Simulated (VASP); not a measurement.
# P in VASP: further runs

Runs on P. Level: PBEsol. Tasks: single point.

Everything below comes from runs of VASP 6.6.1. Logs are shortened: lines on timing, memory, paths and dates and some standing lists are left out, and cuts for length are marked.

## 1. The cell of the first run

Symmetry: R-3m, No. 166, trigonal system. Conventional cell: a = 3.474 Å, b = 3.474 Å, c = 9.451 Å, α = 90.00°, β = 90.00°, γ = 120.00°. P (site symmetry 3m) has 6 P at 2.31 to 2.84 Å within 3.1 Å.

## 2. Single point, PBEsol

Contents of INCAR:

```
PREC     = Accurate       # precision mode
ENCUT    = 520            # plane-wave cutoff, eV
EDIFF    = 1E-6           # SCF threshold, eV
ISMEAR   = -1             # smearing method
SIGMA    = 0.05           # smearing width, eV
LREAL    = False          # projectors in reciprocal space
LASPH    = True           # aspherical terms in the spheres
NELM     = 60             # most SCF steps
ALGO     = Normal         # electronic algorithm
ISIF     = 2              # what is computed and relaxed
LWAVE    = False          # write WAVECAR
LCHARG   = False          # write CHGCAR
GGA      = PS             # functional
NBANDS   = 12             # bands
```

Contents of KPOINTS:

```
Automatic mesh
0
Gamma
  9 9 9
```

Contents of POSCAR:

```
P
1.0
    1.7371541546      1.0029464188      3.1504069738
   -1.7371541546      1.0029464188      3.1504069738
    0.0000000000     -2.0058928376      3.1504069738
P
2
Direct
    0.7729197500      0.7729197500      0.7729197500
    0.2270802500      0.2270802500      0.2270802500
```

Potentials or basis: VASP PAW PBE potentials, release 64 (P).

On the command line:

```
$ cat potpaw_PBE.64/P/POTCAR > POTCAR
$ mpirun -np 1 vasp_std > vasp.out
```

OUTCAR:

```text
PREC = Accurate
   ENCUT = 520
   EDIFF = 1E-6
   ISMEAR = -1
   LREAL = False
   LASPH = True
   NELM = 60
   ISIF = 2
   GGA = PS

 ion  position               nearest neighbor table
   1  0.773  0.773  0.773-   2 2.31   2 2.31   2 2.31   2 2.84   2 2.84   2 2.84
   2  0.227  0.227  0.227-   1 2.31   1 2.31   1 2.31   1 2.84   1 2.84   1 2.84

  LATTYP: Found a trigonal (rhomboedric) cell.
 ALAT       =     3.7347918518
 COS(alpha) =     0.5673129383

  Lattice vectors:

 A1 = (   1.7371541546,   1.0029464188,   3.1504069738)
 A2 = (  -1.7371541546,   1.0029464188,   3.1504069738)
 A3 = (   0.0000000000,  -2.0058928376,   3.1504069738)

Analysis of symmetry for initial positions (statically):
=====================================================================
 Subroutine PRICEL returns:
 Original cell was already a primitive cell.

 Routine SETGRP: Setting up the symmetry group for a
 trigonal (rhombohedral) supercell.

 Subroutine GETGRP returns: Found 12 space group operations
 (whereof 12 operations were pure point group operations)
 out of a pool of 12 trial point group operations.

The static configuration has the point symmetry D_3d.

Analysis of symmetry for dynamics (positions and initial velocities):
=====================================================================
 Subroutine PRICEL returns:
 Original cell was already a primitive cell.

 Routine SETGRP: Setting up the symmetry group for a
 trigonal (rhombohedral) supercell.

 Subroutine GETGRP returns: Found 12 space group operations
 (whereof 12 operations were pure point group operations)
 out of a pool of 12 trial point group operations.

The dynamic configuration has the point symmetry D_3d.

 Subroutine INISYM returns: Found 12 space group operations
 (whereof 12 operations are pure point group operations),
 and found     1 'primitive' translations

----------------------------------------------------------------------------------------

                                     Primitive cell

  volume of cell :      32.9332

  direct lattice vectors                    reciprocal lattice vectors
     1.737154155  1.002946419  3.150406974     0.287827075  0.166177040  0.105806436
    -1.737154155  1.002946419  3.150406974    -0.287827075  0.166177040  0.105806436
     0.000000000 -2.005892838  3.150406974     0.000000000 -0.332354079  0.105806436

  length of vectors
     3.734791852  3.734791852  3.734791852     0.348789673  0.348789673  0.348789673

  position of ions in fractional coordinates (direct lattice)
     0.772919750  0.772919750  0.772919750
     0.227080250  0.227080250  0.227080250

  ion indices of the primitive-cell ions
   primitive index   ion index
                 1           1
                 2           2

----------------------------------------------------------------------------------------

 KPOINTS: Automatic mesh

Automatic generation of k-mesh.
 Grid dimensions read from file:
 generate k-points for:    9    9    9

 Generating k-lattice:

  Cartesian coordinates                     Fractional coordinates (reciprocal lattice)
     0.031980786  0.018464116  0.011756271     0.111111111  0.000000000 -0.000000000
    -0.031980786  0.018464116  0.011756271     0.000000000  0.111111111 -0.000000000
     0.000000000 -0.036928231  0.011756271    -0.000000000 -0.000000000  0.111111111

  Length of vectors
     0.038754408  0.038754408  0.038754408

  Shift w.r.t. Gamma in fractional coordinates (k-lattice)
     0.000000000  0.000000000  0.000000000

 Subroutine IBZKPT returns following result:
 ===========================================

 Found     85 irreducible k-points:

 Following reciprocal coordinates:
            Coordinates               Weight
  0.000000  0.000000  0.000000      1.000000
  0.111111  0.000000 -0.000000      6.000000
  0.222222  0.000000 -0.000000      6.000000
  0.333333  0.000000 -0.000000      6.000000
  0.444444  0.000000 -0.000000      6.000000
  0.111111  0.111111 -0.000000      6.000000
[... 16 lines left out ...]
 -0.333333  0.333333  0.000000      6.000000
  0.444444  0.444444 -0.000000      6.000000
 [... further k-points ...]
   k-points           NKPTS =     85   k-points in BZ     NKDIM =     85   number of bands    NBANDS=     12
   number of dos      NEDOS =    301   number of ions     NIONS =      2
   total plane-waves  NPLWV =  21952
   dimension x,y,z NGX =    28 NGY =   28 NGZ =   28
   dimension x,y,z NGXF=    56 NGYF=   56 NGZF=   56
   ions per type =               2
   NGX,Y,Z   is equivalent  to a cutoff of  12.46, 12.46, 12.46 a.u.
   NGXF,Y,Z  is equivalent  to a cutoff of  24.93, 24.93, 24.93 a.u.
 SYSTEM =  unknown system
   PREC   = accura    normal or accurate (medium, high low for compatibility)
   ISTART =      0    job   : 0-new  1-cont  2-samecut
   ICHARG =      2    charge: 1-file 2-atom 10-const
   ISPIN  =      1    spin polarized calculation?
   LNONCOLLINEAR =      F non collinear calculations
   LSORBIT =      F    spin-orbit coupling
   LASPH  =      T    aspherical Exc in radial PAW
   ENCUT  =  520.0 eV  38.22 Ry    6.18 a.u.   6.94  6.94  6.94*2*pi/ulx,y,z
   NELM   =     60;   NELMIN=  2; NELMDL= -5     # of ELM steps
   EDIFF  = 0.1E-05   stopping-criterion for ELM
   LREAL  =      F    real-space projection
   EDIFFG = 0.1E-04   stopping-criterion for IOM
   NSW    =      0    number of steps for IOM
   IBRION =     -1    ionic relax: 0-MD 1-quasi-New 2-CG
   NFREE  =      0    steps in history (QN), initial steepest desc. (CG)
   ISIF   =      2    stress and relaxation
   ISYM   =      2    0-nonsym 1-usesym 2-fastsym
   POTIM  = 0.5000    time-step for ionic-motion
   TEBEG  =    0.0;   TEEND  =   0.0 temperature during run
   PSTRESS=    0.0 pullay stress
   NELECT =      10.0000    total number of electrons
   NUPDOWN=      -1.0000    fix difference up-down
   EMIN   =  10.00;   EMAX   =-10.00  energy-range for DOS
   EFERMI =   0.00;   METHOD = LEGACY
   ISMEAR =    -1;   SIGMA  =   0.05  broadening in eV -4-tet -1-fermi 0-gaus
   EFERMI_NEDOS =   21; number of points for ismear=-14 and -15
   IALGO  =     38    algorithm
   IMIX   =      4    mixing-type and parameters
     AMIX     =   0.40;   BMIX     =  1.00
     AMIX_MAG =   1.60;   BMIX_MAG =  1.00
  volume/ion in A,a.u.               =      16.47       111.12
  Fermi-wavevector in a.u.,A,eV,Ry     =   1.100348  2.079357 16.473476  1.210766
  Thomas-Fermi vector in A             =   2.236758
   LORBIT       =      0    0 simple, 1 ext, 2 COOP (PROOUT), +10 PAW based schemes
   GGA     = PS    functional components
   LHFCALC =     F    Hartree Fock is set to
   AEXX    =    0.0000 exact exchange contribution
   IVDW    =     0    specifies the selected vdW correction
   LEPSILON=     F    determine dielectric tensor
   LRPA    =     F    only Hartree local field effects (RPA)
 non-spin polarized calculation
  energy-cutoff  :      520.00
  volume of cell :       32.93
 maximum number of plane-waves:       906
   NGX = 13   NGY = 13   NGZ = 13

 number of electron      10.0000000 magnetization

 Free energy of the ion-electron system (eV)
  ---------------------------------------------------
  ext. energy  EPLUGINS =         0.00000000
  ---------------------------------------------------
  free energy    TOTEN  =       -11.55245580 eV

  energy without entropy =      -11.55011403  energy(sigma->0) =      -11.55128491

 E-fermi :   8.6791     XC(G=0): -10.7863

 val. band max:        8.6636106814   @ k =   0.4444   0.4444   0.4444
 cond. band min:       8.7560382474   @ k =  -0.3333   0.1111   0.0000
 fundamental gap:      0.0924275659
 Fermi energy:         8.6790760037

 k-point     1 :       0.0000    0.0000    0.0000
  band No.  band energies     occupation
      1      -7.6898      2.00000
      2       4.9244      2.00000
      3       5.5557      2.00000
      4       5.8028      2.00000
      5       5.8028      2.00000
      6       9.9422      0.00000
      7      11.2544      0.00000
      8      11.2544      0.00000
      9      14.4194      0.00000
     10      14.4194      0.00000
     11      15.7060      0.00000
     12      15.8074      0.00000

 k-point     2 :       0.1111    0.0000   -0.0000
  band No.  band energies     occupation
      1      -7.4928      2.00000
      2       3.4895      2.00000
      3       5.4680      2.00000
      4       5.6515      2.00000
      5       6.4924      2.00000
      6      10.3666      0.00000
      7      11.1814      0.00000
      8      11.2337      0.00000
      9      13.3700      0.00000
     10      13.8748      0.00000
     11      14.5576      0.00000
     12      17.3180      0.00000

 k-point     3 :       0.2222    0.0000   -0.0000
  band No.  band energies     occupation
      1      -6.9060      2.00000
      2       1.3516      2.00000
      3       5.2639      2.00000
      4       5.3315      2.00000
      5       7.1556      2.00000
      6      10.0310      0.00000
      7      10.5079      0.00000
      8      10.6398      0.00000
      9      13.8172      0.00000
     10      14.3827      0.00000
     11      14.5995      0.00000
     12      19.7865      0.00000
[... 286 lines left out ...]
 k-point    23 :      -0.3333    0.3333    0.0000
  band No.  band energies     occupation
      1      -3.2006      2.00000
      2      -2.8208      2.00000
      3       1.1003      2.00000
      4       4.4598      2.00000
      5       4.8682      2.00000
      6      11.0145      0.00000
      7      11.7733      0.00000
      8      14.2613      0.00000
      9      14.8794      0.00000
     10      15.9091      0.00000
     11      18.2935      0.00000
     12      21.3751      0.00000

 k-point    24 :       0.4444    0.4444   -0.0000
  band No.  band energies     occupation
      1      -4.3372      2.00000
      2      -1.0085      2.00000
      3       1.9671      2.00000
      4       3.3691      2.00000
      5       3.4640      2.00000
      6       8.7837      0.21971
      7      14.5203      0.00000
      8      15.8152      0.00000
      9      16.3191      0.00000
     10      17.5146      0.00000
     11      21.1636      0.00000
     12      21.2744      0.00000

 [... further k-points ...]
[... 5 lines left out ...]
  --------------------------------------------------------------------------------------
  -------------------------------------------------------------------------------------
  Total       -0.6155380     -0.6155380     -0.8437428      0.0000000      0.0000000      0.0000000
  in kB      -29.9454896    -29.9454896    -41.0474973      0.0000000      0.0000000      0.0000000
  external PRESSURE =     -33.6461588 kB  Pullay stress =       0.0000000 kB

 VOLUME and BASIS-vectors are now :
 -----------------------------------------------------------------------------
  energy-cutoff  :      520.00
  volume of cell :       32.93
      direct lattice vectors                 reciprocal lattice vectors
     1.737154155  1.002946419  3.150406974     0.287827075  0.166177040  0.105806436
    -1.737154155  1.002946419  3.150406974    -0.287827075  0.166177040  0.105806436
     0.000000000 -2.005892838  3.150406974     0.000000000 -0.332354079  0.105806436

 POSITION                                       TOTAL-FORCE (eV/Angst)
 -----------------------------------------------------------------------------------
      0.00000      0.00000      7.30504         0.000000      0.000000     -0.115544
      0.00000      0.00000      2.14619         0.000000      0.000000      0.115544
 -----------------------------------------------------------------------------------
    total drift:                                0.000000     -0.000000     -0.000000

  FREE ENERGIE OF THE ION-ELECTRON SYSTEM (eV)
  ---------------------------------------------------
  free  energy   TOTEN  =       -11.5524557980 eV

  energy  without entropy=      -11.5501140296  energy(sigma->0) =      -11.55128491
```

Run time: 12 s. Hardware: 1 thread of Intel Xeon 6975P-C (Granite Rapids), shared host; peak memory 0.16 GiB.

Results:

```yaml
Free_energy: -11.5525 eV
Pressure: -3.4 GPa
Largest_force: 0.116 eV/Å
Band_gap_on_the_k_mesh: zero (band 5 reaches 9.17 eV, above the bottom of band 6 at 8.46 eV)
```

Forces in eV/Å, atoms in the order of the input:
```
P    0.000  0.000 -0.116
P    0.000  0.000  0.116
```

Caveat: the PAW data sets were made with another functional, which shifts forces and pressure a little.

## 3. Single point, PBEsol

This run uses another cell than the first one, of 16.79 Å³/atom, 1.020 times its volume.

Contents of INCAR:

```
SYSTEM = P
  PREC = Accurate
  ENCUT = 520
  EDIFF = 1E-6
  ISMEAR = -1
  SIGMA = 0.05
  LREAL = .FALSE.
  LASPH = .TRUE.
  NELM = 60
  ALGO = Normal
  ISIF = 2
  LWAVE = .FALSE.
  LCHARG = .FALSE.
  GGA = PS
  NBANDS = 12
```

Contents of KPOINTS:

```
Automatic mesh
0
G
  9 9 9
  0 0 0
```

Contents of POSCAR:

```
P
1.0
    1.7484346925      1.0094592404      3.1708647352
   -1.7484346925      1.0094592404      3.1708647352
    0.0000000000     -2.0189184807      3.1708647352
P
2
Direct
    0.7729197500      0.7729197500      0.7729197500
    0.2270802500      0.2270802500      0.2270802500
```

Potentials or basis: VASP PAW PBE potentials, release 64 (P).

On the command line:

```
$ cat potpaw_PBE.64/P/POTCAR > POTCAR
$ mpirun -np 1 vasp_std > vasp.out
```

Run time: 13 s. Hardware: 1 thread of Intel Xeon 6975P-C (Granite Rapids), shared host; peak memory 0.15 GiB.

Results (log left out):

- Free energy: -11.5359 eV
- Pressure: -4.9 GPa
- Largest force: 0.015 eV/Å
- Band gap on the k mesh: zero (band 5 reaches 8.86 eV, above the bottom of band 6 at 8.20 eV)

Forces in eV/Å, atoms in the order of the input:
```
P    0.000  0.000  0.015
P    0.000  0.000 -0.015
```

Stress tensor (GPa, compression positive):
```
-4.72  0.00  0.00
 0.00 -4.72  0.00
 0.00  0.00 -5.26
```

Levels at points of the mesh, in eV from the Fermi level:
```
           k point  band 3  band 4  band 5  band 6  band 7  band 8
(0.00, 0.00, 0.00)   -3.06   -2.83   -2.83    1.26    2.56    2.56
```

Caveat: the PAW data sets were made with another functional, which shifts forces and pressure a little.

## 4. Single point, PBEsol

This run uses another cell than the first one, of 17.11 Å³/atom, 1.039 times its volume.

Contents of INCAR:

```
PREC = Accurate
ENCUT = 520
EDIFF = 1E-6
ISMEAR = -1
SIGMA = 0.05
LREAL = F
LASPH = T
NELM = 80
ALGO = Normal
ISIF = 2
LWAVE = F
LCHARG = F
GGA = PS
NBANDS = 12
```

Contents of KPOINTS:

```
regular mesh
0
Gamma
  9 9 9
```

Contents of POSCAR:

```
P
1.0
    1.7595715195      1.0158890905      3.1910618704
   -1.7595715195      1.0158890905      3.1910618704
    0.0000000000     -2.0317781808      3.1910618704
P
2
Direct
    0.7729197500      0.7729197500      0.7729197500
    0.2270802500      0.2270802500      0.2270802500
```

On the command line:

```
$ cat potpaw_PBE.64/P/POTCAR > POTCAR
$ mpirun -np 1 vasp_std > vasp.out
```

It took 13 s on 1 thread of Intel Xeon 6975P-C (Granite Rapids), shared host; peak memory 0.15 GiB.

It converged, with:

| Quantity | Value |
| --- | --- |
| Free energy | -11.5133 eV |
| Pressure | -6.3 GPa |
| Largest force | 0.138 eV/Å |
| Band gap on the k mesh | zero (band 5 reaches 8.54 eV, above the bottom of band 6 at 7.95 eV) |

Forces on the atoms (eV/Å):
```
P    0.000  0.000  0.138
P    0.000  0.000 -0.138
```

Stress tensor (GPa, compression positive):
```
-6.37  0.00  0.00
 0.00 -6.37  0.00
 0.00  0.00 -6.23
```

Levels at points of the mesh, in eV from the Fermi level:
| k point | band 1 | band 2 | band 3 | band 4 | band 5 | band 6 | band 7 | band 8 | band 9 | band 10 |
| --- | --- | --- | --- | --- | --- | --- | --- | --- | --- | --- |
| (0.00, 0.00, 0.00) | -15.97 | -3.99 | -2.99 | -2.78 | -2.78 | 1.27 | 2.56 | 2.56 | 5.77 | 5.77 |

Caveat: the PAW data sets were made with another functional, which shifts forces and pressure a little.

## 5. Single point, PBEsol (atoms moved at random)

Contents of INCAR:

```
SYSTEM = P
ALGO     = Normal         ! electronic algorithm
EDIFF    = 1E-6           ! SCF threshold, eV
ENCUT    = 520            ! plane-wave cutoff, eV
GGA      = PS             ! functional
ISIF     = 2              ! what is computed and relaxed
ISMEAR   = -1             ! smearing method
LASPH    = .TRUE.         ! aspherical terms in the spheres
LCHARG   = .TRUE.         ! write CHGCAR
LELF     = .TRUE.         ! ELF
LREAL    = .FALSE.        ! projectors in reciprocal space
LVHAR    = .TRUE.       
LWAVE    = .FALSE.        ! write WAVECAR
NBANDS   = 12             ! bands
NELM     = 60             ! most SCF steps
PREC     = Accurate       ! precision mode
SIGMA    = 0.05           ! smearing width, eV
```

Contents of KPOINTS:

```
k-points
0
G
  9 9 9
  0 0 0
```

Contents of POSCAR:

```
P
1.0
    1.7257251780      0.9963478961      3.1296800121
   -1.7257251780      0.9963478961      3.1296800121
    0.0000000000     -1.9926957921      3.1296800121
P
2
Direct
    0.7636290000      0.7712140000      0.7633900000
    0.2219640000      0.2289910000      0.2268450000
```

On the command line:

```
$ cat potpaw_PBE.64/P/POTCAR > POTCAR
$ mpirun -np 1 vasp_std > vasp.out
```

It took 52 s on 1 thread of Intel Xeon 6975P-C (Granite Rapids), shared host; peak memory 0.23 GiB.

The run converged. Its results:

- Free energy: -11.5644 eV
- Pressure: -3.4 GPa
- Largest force: 0.194 eV/Å
- Band gap on the k mesh: zero (band 5 reaches 9.42 eV, above the bottom of band 6 at 8.70 eV)

Forces on the atoms (eV/Å):
```
P    0.003 -0.041  0.189
P   -0.003  0.041 -0.189
```

Stress tensor (GPa, compression positive):
```
-2.58 -0.01 -0.01
-0.01 -2.69  0.16
-0.01  0.16 -4.92
```

Levels at points of the mesh, in eV from the Fermi level:
| k point | band 1 | band 2 | band 3 | band 4 | band 5 | band 6 | band 7 | band 8 | band 9 | band 10 |
| --- | --- | --- | --- | --- | --- | --- | --- | --- | --- | --- |
| (0.00, 0.00, 0.00) | -16.35 | -3.51 | -3.21 | -2.64 | -2.58 | 1.69 | 2.84 | 2.95 | 5.67 | 5.76 |

Caveat: the cell differs from its parent crystal (atoms moved at random); the PAW data sets were made with another functional, which shifts forces and pressure a little.

## 6. Overview

| cell | gap on the mesh (eV) | pressure (GPa) | largest force (eV/Å) |
| --- | --- | --- | --- |
| a = 3.735 Å, angles 55.4°, 2 atoms | none | -3.4 | 0.12 |
| a = 3.759 Å, angles 55.4°, 2 atoms | none | -4.9 | 0.01 |
| a = 3.783 Å, angles 55.4°, 2 atoms | none | -6.3 | 0.14 |
| a = 3.710 Å, angles 55.4°, 2 atoms | none | -3.4 | 0.19 |

Alike in all rows: task single point; level PBEsol; potentials or basis VASP PAW PBE potentials, release 64 (P); no spin polarisation; k mesh 9 × 9 × 9; cutoff (eV) 520; smearing fermi-dirac 0.05 eV.

Caveats: the PAW data sets were made with another functional, which shifts forces and pressure a little.

Total energies depend on the potentials used, so only differences within one code and one set of settings carry meaning.
